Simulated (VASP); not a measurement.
Write the native input for VASP 6.6.1 that does the following.

```yaml
Task: single point
Functional: PBE
Potentials_or_basis: VASP PAW PBE potentials, release 64 (Cu)
Cutoff: 600 eV
k_mesh: 8 × 8 × 8
Occupations: gaussian, width 0.1 eV
Spin: no spin polarisation
Dipole_correction: no
Further_INCAR_settings: ALGO = Normal; EDIFF = 1e-06; NBANDS = 12
```

The structure of Cu lies in POSCAR:

```
Cu
1.0
   -1.7937377684      1.7937377684      1.7937377684
    1.7937377684     -1.7937377684      1.7937377684
    1.7937377684      1.7937377684     -1.7937377684
Cu
1
Direct
    0.0000000000      0.0000000000      0.0000000000
```

The input as run:

INCAR

```
SYSTEM = Cu
ALGO = Normal ; EDIFF = 1E-6
ENCUT = 600 ; GGA = PE
GGA_COMPAT = .FALSE. ; ISIF = 2
ISMEAR = 0 ; LASPH = .TRUE.
LCHARG = .FALSE. ; LREAL = .FALSE.
LWAVE = .FALSE. ; NBANDS = 12
NELM = 120 ; PREC = Accurate
SIGMA = 0.1
```

KPOINTS

```
k-points
0
G
  8 8 8
  0 0 0
```

Potentials or basis: VASP PAW PBE potentials, release 64 (Cu).

Launch:

```sh
$ cat potpaw_PBE.64/Cu/POTCAR > POTCAR
$ mpirun -np 1 vasp_std > vasp.out
```

Results of the run:

| Item | Value |
| --- | --- |
| Pressure | -16.5 GPa |

It took 15 s on 1 thread of Intel Xeon 8259CL, on a shared host, peak memory 0.15 GiB.
